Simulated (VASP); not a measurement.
# TaN (P-62m) in VASP: further runs

TaN is run at these levels: PBE+U; tasks: single point.

Everything below comes from runs of VASP 6.6.1. Logs are shortened: lines on timing, memory, paths and dates and some standing lists are left out, and cuts for length are marked.

### 1 The cell of the first run

It takes space group P-62m (No. 189, hexagonal). The conventional cell has a = 5.196 Å, b = 5.196 Å, c = 2.911 Å, α = 90.00°, β = 90.00°, γ = 120.00°. Within 2.9 Å of Ta (site symmetry -6) lie 6 N at 2.16 Å. Ta (site symmetry -62m) has 3 N at 2.04 Å within 2.7 Å. Within 2.7 Å of N (site symmetry m2m) lie 5 Ta at 2.04 to 2.16 Å.

### 2 Single point, PBE+U, collinear spin

INCAR reads:

```
ALGO = Normal
EDIFF = 1E-6
ENCUT = 520
GGA = PE
ISIF = 2
ISMEAR = 0
ISPIN = 2
LASPH = T
LCHARG = F
LDAU = T
LDAUJ = 0 0
LDAUL = 2 -1
LDAUPRINT = 1
LDAUTYPE = 2
LDAUU = 6 0
LMAXMIX = 4
LORBIT = 11
LREAL = F
LWAVE = F
MAGMOM = 0 0 0.02 0 0 0
NBANDS = 37
NELM = 150
PREC = Accurate
SIGMA = 0.05
```

KPOINTS reads:

```
k-points
0
Gamma
  4 4 6
```

POSCAR reads:

```
TaN
1.0
    5.1960001500      0.0000000000      0.0000000000
   -2.5980000800      4.4998681300      0.0000000000
    0.0000000000      0.0000000000      2.9109996000
Ta N
3 3
Direct
    0.3333333333      0.6666666667      0.5000000000
    0.6666666667      0.3333333333      0.5000000000
    0.0000000000      0.0000000000      0.0000000000
    0.3928500000      0.0000000000      0.0000000000
    0.6071500000      0.6071500000      0.0000000000
    0.0000000000      0.3928500000      0.0000000000
```

Potentials or basis: VASP PAW PBE potentials, release 64 (Ta_pv, N).

The run is started by

```
> cat potpaw_PBE.64/Ta_pv/POTCAR potpaw_PBE.64/N/POTCAR > POTCAR
> mpirun -np 1 vasp_std > vasp.out
```

OUTCAR:

```text
EDIFF = 1E-6
   ENCUT = 520
   GGA = PE
   ISIF = 2
   ISMEAR = 0
   ISPIN = 2
   LASPH = T
   LORBIT = 11
   LREAL = F
   NELM = 150
   PREC = Accurate

 ion  position               nearest neighbor table
   1  0.333  0.667  0.500-   6 2.16   6 2.16   5 2.16   5 2.16   4 2.16   4 2.16   2 3.00   2 3.00
                             2 3.00   3 3.33   3 3.33   3 3.33   3 3.33   3 3.33   3 3.33
   2  0.667  0.333  0.500-   6 2.16   6 2.16   4 2.16   4 2.16   5 2.16   5 2.16   1 3.00   1 3.00
                             1 3.00   3 3.33   3 3.33   3 3.33   3 3.33   3 3.33   3 3.33
   3  0.000  0.000  0.000-   5 2.04   4 2.04   6 2.04   2 3.33   2 3.33   1 3.33   1 3.33   1 3.33
                             2 3.33   2 3.33   1 3.33   2 3.33   2 3.33   1 3.33   1 3.33
   4  0.393  0.000  0.000-   3 2.04   2 2.16   2 2.16   1 2.16   1 2.16
   5  0.607  0.607  0.000-   3 2.04   1 2.16   1 2.16   2 2.16   2 2.16
   6  0.000  0.393  0.000-   3 2.04   2 2.16   2 2.16   1 2.16   1 2.16

  LATTYP: Found a hexagonal cell.
 ALAT       =     5.1960001500
 C/A-ratio  =     0.5602385520

  Lattice vectors:

 A1 = (   5.1960001500,   0.0000000000,   0.0000000000)
 A2 = (  -2.5980000800,   4.4998681300,   0.0000000000)
 A3 = (   0.0000000000,   0.0000000000,   2.9109996000)

Analysis of symmetry for initial positions (statically):
=====================================================================
 Subroutine PRICEL returns:
 Original cell was already a primitive cell.

 Routine SETGRP: Setting up the symmetry group for a
 hexagonal supercell.

 Subroutine GETGRP returns: Found 12 space group operations
 (whereof 12 operations were pure point group operations)
 out of a pool of 24 trial point group operations.

The static configuration has the point symmetry D_3h.

Analysis of symmetry for dynamics (positions and initial velocities):
=====================================================================
 Subroutine PRICEL returns:
 Original cell was already a primitive cell.

 Routine SETGRP: Setting up the symmetry group for a
 hexagonal supercell.

 Subroutine GETGRP returns: Found 12 space group operations
 (whereof 12 operations were pure point group operations)
 out of a pool of 24 trial point group operations.

The dynamic configuration has the point symmetry D_3h.

Analysis of structural, dynamic, and magnetic symmetry:
=====================================================================
 Subroutine PRICEL returns:
 Original cell was already a primitive cell.

 Routine SETGRP: Setting up the symmetry group for a
 hexagonal supercell.

 Subroutine GETGRP returns: Found 12 space group operations
 (whereof 12 operations were pure point group operations)
 out of a pool of 24 trial point group operations.

The overall configuration has the point symmetry D_3h.

 Subroutine INISYM returns: Found 12 space group operations
 (whereof 12 operations are pure point group operations),
 and found     1 'primitive' translations

----------------------------------------------------------------------------------------

                                     Primitive cell

  volume of cell :      68.0630

  direct lattice vectors                    reciprocal lattice vectors
     5.196000150  0.000000000  0.000000000     0.192455730  0.111114367  0.000000000
    -2.598000080  4.499868130  0.000000000     0.000000000  0.222228735  0.000000000
     0.000000000  0.000000000  2.910999600     0.000000000  0.000000000  0.343524609

  length of vectors
     5.196000150  5.196000154  2.910999600     0.222228735  0.222228735  0.343524609

  position of ions in fractional coordinates (direct lattice)
     0.333333333  0.666666667  0.500000000
     0.666666667  0.333333333  0.500000000
     0.000000000  0.000000000  0.000000000
     0.392850000  0.000000000  0.000000000
     0.607150000  0.607150000  0.000000000
     1.000000000  0.392850000  0.000000000

  ion indices of the primitive-cell ions
   primitive index   ion index
                 1           1
                 2           2
                 3           3
                 4           4
                 5           5
                 6           6

[... 43 lines left out ...]
  0.250000  0.250000  0.500000      6.000000
   k-points           NKPTS =     16   k-points in BZ     NKDIM =     16   number of bands    NBANDS=     37
   number of dos      NEDOS =    301   number of ions     NIONS =      6
   total plane-waves  NPLWV =  38400
   dimension x,y,z NGX =    40 NGY =   40 NGZ =   24
   dimension x,y,z NGXF=    80 NGYF=   80 NGZF=   48
   ions per type =               3   3
   NGX,Y,Z   is equivalent  to a cutoff of  12.80, 12.80, 13.71 a.u.
   NGXF,Y,Z  is equivalent  to a cutoff of  25.60, 25.60, 27.41 a.u.
 SYSTEM =  unknown system
   PREC   = accura    normal or accurate (medium, high low for compatibility)
   ISTART =      0    job   : 0-new  1-cont  2-samecut
   ICHARG =      2    charge: 1-file 2-atom 10-const
   ISPIN  =      2    spin polarized calculation?
   LNONCOLLINEAR =      F non collinear calculations
   LSORBIT =      F    spin-orbit coupling
   LASPH  =      T    aspherical Exc in radial PAW
   ENCUT  =  520.0 eV  38.22 Ry    6.18 a.u.   9.66  9.66  5.41*2*pi/ulx,y,z
   NELM   =    150;   NELMIN=  2; NELMDL= -5     # of ELM steps
   EDIFF  = 0.1E-05   stopping-criterion for ELM
   LREAL  =      F    real-space projection
   EDIFFG = 0.1E-04   stopping-criterion for IOM
   NSW    =      0    number of steps for IOM
   IBRION =     -1    ionic relax: 0-MD 1-quasi-New 2-CG
   NFREE  =      0    steps in history (QN), initial steepest desc. (CG)
   ISIF   =      2    stress and relaxation
   ISYM   =      2    0-nonsym 1-usesym 2-fastsym
   POTIM  = 0.5000    time-step for ionic-motion
   TEBEG  =    0.0;   TEEND  =   0.0 temperature during run
   PSTRESS=    0.0 pullay stress
   NELECT =      48.0000    total number of electrons
   NUPDOWN=      -1.0000    fix difference up-down
   EMIN   =  10.00;   EMAX   =-10.00  energy-range for DOS
   EFERMI =   0.00;   METHOD = LEGACY
   ISMEAR =     0;   SIGMA  =   0.05  broadening in eV -4-tet -1-fermi 0-gaus
   EFERMI_NEDOS =   21; number of points for ismear=-14 and -15
   IALGO  =     38    algorithm
   IMIX   =      4    mixing-type and parameters
     AMIX     =   0.40;   BMIX     =  1.00
     AMIX_MAG =   1.60;   BMIX_MAG =  1.00
  volume/ion in A,a.u.               =      11.34        76.55
  Fermi-wavevector in a.u.,A,eV,Ry     =   1.457197  2.753703 28.890918  2.123423
  Thomas-Fermi vector in A             =   2.574026
   LORBIT       =     11    0 simple, 1 ext, 2 COOP (PROOUT), +10 PAW based schemes
 LDA+U is selected, type is set to LDAUTYPE =  2
   angular momentum for each species LDAUL =     2   -1
   U (eV)           for each species LDAUU =   6.0  0.0
   J (eV)           for each species LDAUJ =   0.0  0.0
   GGA     = PE    functional components
   LHFCALC =     F    Hartree Fock is set to
   AEXX    =    0.0000 exact exchange contribution
   IVDW    =     0    specifies the selected vdW correction
   LEPSILON=     F    determine dielectric tensor
   LRPA    =     F    only Hartree local field effects (RPA)
 spin polarized calculation
 Gauss-broadening in eV      SIGMA  =   0.05
  energy-cutoff  :      520.00
  volume of cell :       68.06
 maximum number of plane-waves:      1858
 NGX is ok and might be reduce to    40
   NGX = 19   NGY = 19   NGZ = 11

atom =   1  type =  1  l = 2

 onsite density matrix

spin component  1
[... 83 lines left out ...]
  o =  0.1695  v =  0.0000  0.0000  0.0000  0.0000  0.0000  0.0000  0.5583 -0.0000  0.8296 -0.0000      0.0000  0.0000  0.0000  0.0000  0.0000  0.0000  0.0000  0.0000  0.0000  0.0000
  o =  0.1695  v =  0.0000  0.0000  0.0000  0.0000  0.0000  0.0000  0.8296 -0.0000 -0.5583 -0.0000      0.0000  0.0000  0.0000  0.0000  0.0000  0.0000  0.0000  0.0000  0.0000  0.0000
  o =  0.1695  v =  0.0000  0.5583  0.0000  0.8296  0.0000  0.0000  0.0000  0.0000  0.0000  0.0000      0.0000  0.0000  0.0000  0.0000  0.0000  0.0000  0.0000  0.0000  0.0000  0.0000
  o =  0.1695  v =  0.0000  0.8296  0.0000 -0.5583  0.0000  0.0000  0.0000  0.0000  0.0000  0.0000      0.0000  0.0000  0.0000  0.0000  0.0000  0.0000  0.0000  0.0000  0.0000  0.0000
  o =  0.2206  v =  0.7785  0.0000 -0.0000  0.0000 -0.6276  0.0000  0.0000  0.0000  0.0000  0.0000      0.0000  0.0000  0.0000  0.0000  0.0000  0.0000  0.0000  0.0000  0.0000  0.0000
  o =  0.2206  v = -0.6276  0.0000  0.0000 -0.0000 -0.7785  0.0000  0.0000  0.0000  0.0000  0.0000      0.0000  0.0000  0.0000  0.0000  0.0000  0.0000  0.0000  0.0000  0.0000  0.0000
  o =  0.2206  v =  0.0000  0.0000  0.0000  0.0000  0.0000 -0.6165  0.0000  0.0000 -0.0000  0.7874      0.0000  0.0000  0.0000  0.0000  0.0000  0.0000  0.0000  0.0000  0.0000  0.0000
  o =  0.2206  v =  0.0000  0.0000  0.0000  0.0000  0.0000 -0.7874 -0.0000  0.0000 -0.0000 -0.6165      0.0000  0.0000  0.0000  0.0000  0.0000  0.0000  0.0000  0.0000  0.0000  0.0000
  o =  0.3274  v =  0.0000  0.0000  0.0000  0.0000  0.0000  0.0000  0.0000  1.0000 -0.0000  0.0000      0.0000  0.0000  0.0000  0.0000  0.0000  0.0000  0.0000  0.0000  0.0000  0.0000
  o =  0.3274  v =  0.0000 -0.0000  1.0000 -0.0000  0.0000  0.0000  0.0000  0.0000  0.0000  0.0000      0.0000  0.0000  0.0000  0.0000  0.0000  0.0000  0.0000  0.0000  0.0000  0.0000

 number of electron      48.0000001 magnetization       0.0000105

 Free energy of the ion-electron system (eV)
  ---------------------------------------------------
  ext. energy  EPLUGINS =         0.00000000
  ---------------------------------------------------
  free energy    TOTEN  =       -51.50452670 eV

  energy without entropy =      -51.50129611  energy(sigma->0) =      -51.50291140

 E-fermi :   9.2175     XC(G=0): -13.0326

 val. band max:        8.9235474381   @ k =   0.0000   0.0000   0.3333
 cond. band min:       9.2328014010   @ k =   0.2500  -0.0000   0.1667
 fundamental gap:      0.3092539629
 Fermi energy:         9.2175094735

 spin component 1

 k-point     1 :       0.0000    0.0000    0.0000
  band No.  band energies     occupation
      1     -28.4773      1.00000
      2     -28.4773      1.00000
      3     -28.1386      1.00000
      4     -28.1386      1.00000
      5     -27.9349      1.00000
      6     -27.8342      1.00000
[... 613 lines left out ...]
     35      15.2196      0.00000
     36      15.4886      0.00000
 Fermi energy:         9.2175094735

 spin component 2

 k-point     1 :       0.0000    0.0000    0.0000
  band No.  band energies     occupation
      1     -28.4773      1.00000
      2     -28.4773      1.00000
      3     -28.1386      1.00000
      4     -28.1386      1.00000
      5     -27.9349      1.00000
      6     -27.8342      1.00000
[... 613 lines left out ...]
     35      15.2196      0.00000
     36      15.4886      0.00000
 [bands above 36 left out]

------------------------ aborting loop because EDIFF is reached ----------------------------------------

  FORCE on cell =-STRESS in cart. coord.  units (eV):
  Direction    XX          YY          ZZ          XY          YZ          ZX
  --------------------------------------------------------------------------------------
  -------------------------------------------------------------------------------------
  Total        9.9450714      9.9450714     11.4597176     -0.0000000     -0.0000000      0.0000000
  in kB      234.1032259    234.1032261    269.7574277     -0.0000003     -0.0000000      0.0000000
  external PRESSURE =     245.9879599 kB  Pullay stress =       0.0000000 kB

 VOLUME and BASIS-vectors are now :
 -----------------------------------------------------------------------------
  energy-cutoff  :      520.00
  volume of cell :       68.06
      direct lattice vectors                 reciprocal lattice vectors
     5.196000150  0.000000000  0.000000000     0.192455730  0.111114367  0.000000000
    -2.598000080  4.499868130  0.000000000     0.000000000  0.222228735  0.000000000
     0.000000000  0.000000000  2.910999600     0.000000000  0.000000000  0.343524609

 POSITION                                       TOTAL-FORCE (eV/Angst)
 -----------------------------------------------------------------------------------
     -0.00000      2.99991      1.45550        -0.000000      0.000000      0.000000
      2.59800      1.49996      1.45550        -0.000000      0.000000      0.000000
      0.00000      0.00000      0.00000        -0.000000      0.000000      0.000000
      2.04125      0.00000      0.00000         0.415291      0.000000     -0.000000
      1.57738      2.73209      0.00000        -0.207645     -0.359652      0.000000
     -1.02062      1.76777      0.00000        -0.207645      0.359652     -0.000000
 -----------------------------------------------------------------------------------
    total drift:                               -0.000002     -0.000003      0.000000

  FREE ENERGIE OF THE ION-ELECTRON SYSTEM (eV)
  ---------------------------------------------------
  free  energy   TOTEN  =       -51.5045266968 eV

  energy  without entropy=      -51.5012961056  energy(sigma->0) =      -51.50291140

 total charge

# of ion       s       p       d       tot
------------------------------------------
    1        0.315   6.291   2.149   8.754
    2        0.315   6.291   2.149   8.754
    3        0.364   6.258   2.169   8.792
    4        1.241   2.610   0.000   3.851
    5        1.241   2.610   0.000   3.851
    6        1.241   2.610   0.000   3.851
--------------------------------------------------
tot          4.717  26.670   6.467  37.854

 magnetization (x)

# of ion       s       p       d       tot
------------------------------------------
    1        0.000   0.000   0.000   0.000
    2        0.000   0.000   0.000   0.000
    3        0.000  -0.000   0.000   0.000
    4       -0.000  -0.000   0.000  -0.000
    5       -0.000  -0.000   0.000  -0.000
    6       -0.000  -0.000   0.000  -0.000
--------------------------------------------------
tot          0.000  -0.000   0.000   0.000
```

Run time: 55 s. Hardware: 1 thread of AMD EPYC 9R45 (Zen 5), shared host; peak memory 0.21 GiB.

What came out:

- Free energy: -51.5045 eV
- Pressure: 24.6 GPa
- Largest force: 0.415 eV/Å
- Band gap on the k mesh: zero (filled and empty bands overlap)
- Net moment: 0.00 μB per cell
- Valence electrons inside the program's atomic spheres: Ta 8.75, 8.79; N 3.85

Forces on the atoms (eV/Å):
```
Ta   0.000  0.000  0.000
Ta   0.000  0.000  0.000
Ta   0.000  0.000  0.000
N    0.415  0.000  0.000
N   -0.208 -0.360  0.000
N   -0.208  0.360  0.000
```

Stress tensor (GPa, compression positive):
```
23.41  0.00  0.00
 0.00 23.41  0.00
 0.00  0.00 26.98
```

Eigenvalues of the final occupation matrices:
| site | spin | trace | eigenvalues |
| --- | --- | --- | --- |
| site 1 d | 1 | 1.10 | 0.20 0.20 0.21 0.21 0.28 |
| site 1 d | 2 | 1.10 | 0.20 0.20 0.21 0.21 0.28 |
| site 2 d | 1 | 1.10 | 0.20 0.20 0.21 0.21 0.28 |
| site 2 d | 2 | 1.10 | 0.20 0.20 0.21 0.21 0.28 |
| site 3 d | 1 | 1.11 | 0.17 0.17 0.22 0.22 0.33 |
| site 3 d | 2 | 1.11 | 0.17 0.17 0.22 0.22 0.33 |

Caveat: spin-orbit coupling is left out, which moves the levels of the heavy elements.

[end of part 1 of 2]
